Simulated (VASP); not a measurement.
# Ti (I4/mmm) in VASP: further runs, part 2 of 2

VASP 6.6.1. Earlier steps stand in the parts before.

### Step 5. Single point, PBEsol (strain -0.015 along x and y, +0.015 along z)

File INCAR:

```
SYSTEM = Ti
ALGO     = Normal         ! electronic algorithm
EDIFF    = 1E-7           ! SCF threshold, eV
ENCUT    = 520            ! plane-wave cutoff, eV
GGA      = PS             ! functional
ISIF     = 2              ! what is computed and relaxed
ISMEAR   = 0              ! smearing method
LASPH    = .True.         ! aspherical terms in the spheres
LCHARG   = .False.        ! write CHGCAR
LREAL    = .False.        ! projectors in reciprocal space
LWAVE    = .False.        ! write WAVECAR
NBANDS   = 12             ! bands
NELM     = 100            ! most SCF steps
PREC     = Accurate       ! precision mode
SIGMA    = 0.15           ! smearing width, eV
```

File KPOINTS:

```
k-points
0
Gamma
  20 20 20
  0 0 0
```

File POSCAR:

```
Ti
1.0
    0.0000000000      1.9995500000      2.0604500000
    1.9995500000      0.0000000000      2.0604500000
    1.9995500000      1.9995500000      0.0000000000
Ti
1
Direct
    0.0000000000      0.0000000000      0.0000000000
```

Potentials or basis: VASP PAW PBE potentials, release 64 (Ti_sv).

The run is started by

```bash
cat potpaw_PBE.64/Ti_sv/POTCAR > POTCAR
mpirun -np 1 vasp_std > vasp.out
```

OUTCAR:

```text
SYSTEM = Ti
   EDIFF = 1E-7
   ENCUT = 520
   GGA = PS
   ISIF = 2
   ISMEAR = 0
   LASPH = .True.
   LREAL = .False.
   NELM = 100
   PREC = Accurate

 ion  position               nearest neighbor table
   1  0.000  0.000  0.000-

  LATTYP: Found a body centered tetragonal cell.
 ALAT       =     2.8277907286
 C/A-ratio  =     1.4572860567

  Lattice vectors:

 A1 = (  -1.9995500000,   0.0000000000,   2.0604500000)
 A2 = (   1.9995500000,   0.0000000000,   2.0604500000)
 A3 = (   0.0000000000,   1.9995500000,  -2.0604500000)

Analysis of symmetry for initial positions (statically):
=====================================================================
 Subroutine PRICEL returns:
 Original cell was already a primitive cell.

 Routine SETGRP: Setting up the symmetry group for a
 body centered tetragonal supercell.

 Subroutine GETGRP returns: Found 16 space group operations
 (whereof 16 operations were pure point group operations)
 out of a pool of 16 trial point group operations.

The static configuration has the point symmetry D_4h.

Analysis of symmetry for dynamics (positions and initial velocities):
=====================================================================
 Subroutine PRICEL returns:
 Original cell was already a primitive cell.

 Routine SETGRP: Setting up the symmetry group for a
 body centered tetragonal supercell.

 Subroutine GETGRP returns: Found 16 space group operations
 (whereof 16 operations were pure point group operations)
 out of a pool of 16 trial point group operations.

The dynamic configuration has the point symmetry D_4h.

 Subroutine INISYM returns: Found 16 space group operations
 (whereof 16 operations are pure point group operations),
 and found     1 'primitive' translations

----------------------------------------------------------------------------------------

                                     Primitive cell

  volume of cell :      16.4762

  direct lattice vectors                    reciprocal lattice vectors
     0.000000000  1.999550000  2.060450000    -0.250056263  0.250056263  0.242665437
     1.999550000  0.000000000  2.060450000     0.250056263 -0.250056263  0.242665437
     1.999550000  1.999550000  0.000000000     0.250056263  0.250056263 -0.242665437

  length of vectors
     2.871176484  2.871176484  2.827790729     0.428885513  0.428885513  0.428885513

  position of ions in fractional coordinates (direct lattice)
     0.000000000  0.000000000  0.000000000

  ion indices of the primitive-cell ions
   primitive index   ion index
                 1           1

----------------------------------------------------------------------------------------

 KPOINTS: k-points

Automatic generation of k-mesh.
 Grid dimensions read from file:
 generate k-points for:   20   20   20

 Generating k-lattice:

  Cartesian coordinates                     Fractional coordinates (reciprocal lattice)
    -0.012502813  0.012502813  0.012133272     0.050000000  0.000000000  0.000000000
     0.012502813 -0.012502813  0.012133272     0.000000000  0.050000000  0.000000000
     0.012502813  0.012502813 -0.012133272     0.000000000  0.000000000  0.050000000

  Length of vectors
     0.021444276  0.021444276  0.021444276

  Shift w.r.t. Gamma in fractional coordinates (k-lattice)
     0.000000000  0.000000000  0.000000000

 Subroutine IBZKPT returns following result:
 ===========================================

 Found    641 irreducible k-points:

 Following reciprocal coordinates:
            Coordinates               Weight
  0.000000  0.000000  0.000000      1.000000
  0.050000 -0.000000  0.000000      8.000000
  0.100000  0.000000  0.000000      8.000000
  0.150000 -0.000000  0.000000      8.000000
  0.200000  0.000000  0.000000      8.000000
  0.250000 -0.000000  0.000000      8.000000
[... 16 lines left out ...]
 -0.400000  0.050000  0.000000      8.000000
 -0.350000  0.050000  0.000000      8.000000
 [... further k-points ...]
   k-points           NKPTS =    641   k-points in BZ     NKDIM =    641   number of bands    NBANDS=     12
   number of dos      NEDOS =    301   number of ions     NIONS =      1
   total plane-waves  NPLWV =  13824
   dimension x,y,z NGX =    24 NGY =   24 NGZ =   24
   dimension x,y,z NGXF=    48 NGYF=   48 NGZF=   48
   ions per type =               1
   NGX,Y,Z   is equivalent  to a cutoff of  13.90, 13.90, 14.11 a.u.
   NGXF,Y,Z  is equivalent  to a cutoff of  27.79, 27.79, 28.22 a.u.
 SYSTEM =  Ti
   PREC   = accura    normal or accurate (medium, high low for compatibility)
   ISTART =      0    job   : 0-new  1-cont  2-samecut
   ICHARG =      2    charge: 1-file 2-atom 10-const
   ISPIN  =      1    spin polarized calculation?
   LNONCOLLINEAR =      F non collinear calculations
   LSORBIT =      F    spin-orbit coupling
   LASPH  =      T    aspherical Exc in radial PAW
   ENCUT  =  520.0 eV  38.22 Ry    6.18 a.u.   5.34  5.34  5.26*2*pi/ulx,y,z
   NELM   =    100;   NELMIN=  2; NELMDL= -5     # of ELM steps
   EDIFF  = 0.1E-06   stopping-criterion for ELM
   LREAL  =      F    real-space projection
   EDIFFG = 0.1E-05   stopping-criterion for IOM
   NSW    =      0    number of steps for IOM
   IBRION =     -1    ionic relax: 0-MD 1-quasi-New 2-CG
   NFREE  =      0    steps in history (QN), initial steepest desc. (CG)
   ISIF   =      2    stress and relaxation
   ISYM   =      2    0-nonsym 1-usesym 2-fastsym
   POTIM  = 0.5000    time-step for ionic-motion
   TEBEG  =    0.0;   TEEND  =   0.0 temperature during run
   PSTRESS=    0.0 pullay stress
   NELECT =      12.0000    total number of electrons
   NUPDOWN=      -1.0000    fix difference up-down
   EMIN   =  10.00;   EMAX   =-10.00  energy-range for DOS
   EFERMI =   0.00;   METHOD = LEGACY
   ISMEAR =     0;   SIGMA  =   0.15  broadening in eV -4-tet -1-fermi 0-gaus
   EFERMI_NEDOS =   21; number of points for ismear=-14 and -15
   IALGO  =     38    algorithm
   IMIX   =      4    mixing-type and parameters
     AMIX     =   0.40;   BMIX     =  1.00
     AMIX_MAG =   1.60;   BMIX_MAG =  1.00
  volume/ion in A,a.u.               =      16.48       111.19
  Fermi-wavevector in a.u.,A,eV,Ry     =   1.472933  2.783440 29.518277  2.169532
  Thomas-Fermi vector in A             =   2.587888
   LORBIT       =      0    0 simple, 1 ext, 2 COOP (PROOUT), +10 PAW based schemes
   GGA     = PS    functional components
   LHFCALC =     F    Hartree Fock is set to
   AEXX    =    0.0000 exact exchange contribution
   IVDW    =     0    specifies the selected vdW correction
   LEPSILON=     F    determine dielectric tensor
   LRPA    =     F    only Hartree local field effects (RPA)
 non-spin polarized calculation
 Gauss-broadening in eV      SIGMA  =   0.15
  energy-cutoff  :      520.00
  volume of cell :       16.48
 maximum number of plane-waves:       457
 NGX is ok and might be reduce to    24
   NGX = 11   NGY = 11   NGZ = 11

 number of electron      12.0000002 magnetization

 Free energy of the ion-electron system (eV)
  ---------------------------------------------------
  ext. energy  EPLUGINS =         0.00000000
  ---------------------------------------------------
  free energy    TOTEN  =        -8.29098427 eV

  energy without entropy =       -8.27228058  energy(sigma->0) =       -8.28163242

 E-fermi :   8.6612     XC(G=0): -11.8902

 val. band max:        8.6605199498   @ k =  -0.2500   0.3500   0.2000
 cond. band min:       8.6612851936   @ k =  -0.3500   0.3000   0.1000
 fundamental gap:      0.0007652439
 Fermi energy:         8.6612025217

 k-point     1 :       0.0000    0.0000    0.0000
  band No.  band energies     occupation
      1     -47.7270      2.00000
      2     -23.6179      2.00000
      3     -23.6112      2.00000
      4     -23.6112      2.00000
      5       2.4437      2.00000
      6       9.4034      0.00000
      7       9.6607      0.00000
      8       9.6607      0.00000
      9      11.1605      0.00000
     10      11.4623      0.00000
     11      24.2380      0.00000
     12      28.4156      0.00000
[... 331 lines left out ...]
 k-point    24 :      -0.3500    0.0500    0.0000
  band No.  band energies     occupation
      1     -47.5958      2.00000
      2     -24.2901      2.00000
      3     -23.7341      2.00000
      4     -23.6781      2.00000
      5       5.6152      2.00000
      6       8.7443      0.43317
      7       9.4197      0.00000
      8       9.7674      0.00000
      9      11.8747      0.00000
     10      12.3357      0.00000
     11      19.1593      0.00000
     12      24.0021      0.00000

 [... further k-points ...]
[... 5 lines left out ...]
  --------------------------------------------------------------------------------------
  -------------------------------------------------------------------------------------
  Total        0.1584153      0.1584153      0.0487342      0.0000000     -0.0000000      0.0000000
  in kB       15.4046198     15.4046198      4.7390105      0.0000000     -0.0000000      0.0000000
  external PRESSURE =      11.8494167 kB  Pullay stress =       0.0000000 kB

 VOLUME and BASIS-vectors are now :
 -----------------------------------------------------------------------------
  energy-cutoff  :      520.00
  volume of cell :       16.48
      direct lattice vectors                 reciprocal lattice vectors
     0.000000000  1.999550000  2.060450000    -0.250056263  0.250056263  0.242665437
     1.999550000  0.000000000  2.060450000     0.250056263 -0.250056263  0.242665437
     1.999550000  1.999550000  0.000000000     0.250056263  0.250056263 -0.242665437

 POSITION                                       TOTAL-FORCE (eV/Angst)
 -----------------------------------------------------------------------------------
      0.00000      0.00000      0.00000         0.000000      0.000000      0.000000
 -----------------------------------------------------------------------------------
    total drift:                               -0.000000      0.000000      0.000000

  FREE ENERGIE OF THE ION-ELECTRON SYSTEM (eV)
  ---------------------------------------------------
  free  energy   TOTEN  =        -8.2909842720 eV

  energy  without entropy=       -8.2722805780  energy(sigma->0) =       -8.28163242
```

Run time: 38 s. Hardware: 1 thread of Intel Xeon 6975P-C (Granite Rapids), shared host; peak memory 0.24 GiB.

What came out:

```yaml
Free_energy: -8.2910 eV
Pressure: 1.2 GPa
Band_gap_on_the_k_mesh: zero (band 6 reaches 9.49 eV, above the bottom of band 7 at 8.18 eV)
```

Stress tensor (GPa, compression positive):
```
1.54 0.00 0.00
0.00 1.54 0.00
0.00 0.00 0.47
```

Caveat: the cell differs from its parent crystal (strain -0.015 along x and y, +0.015 along z); the PAW data sets were made with another functional, which shifts forces and pressure a little.

### Step 6. The runs side by side

```csv
cell,gap on the mesh (eV),pressure (GPa)
"a = 2.872, b = 2.872, c = 2.785 Å, angles 61.0, 61.0, 58.0°, 1 atom",none,3.1
"a = 2.828, b = 2.828, c = 2.871 Å, angles 59.5, 59.5, 61.0°, 1 atom",none,3.0
"a = 2.849, b = 2.849, c = 2.828 Å, angles 60.3, 60.3, 59.5°, 1 atom",none,3.0
"a = 2.871, b = 2.871, c = 2.828 Å, angles 60.5, 60.5, 59.0°, 1 atom",none,1.2
```

Alike in all rows: task single point; level PBEsol; potentials or basis VASP PAW PBE potentials, release 64 (Ti_sv); no spin polarisation; k mesh 20 × 20 × 20; cutoff (eV) 520; smearing gaussian 0.15 eV.

Caveats: the PAW data sets were made with another functional, which shifts forces and pressure a little.

Total energies depend on the potentials used, so only differences within one code and one set of settings carry meaning.
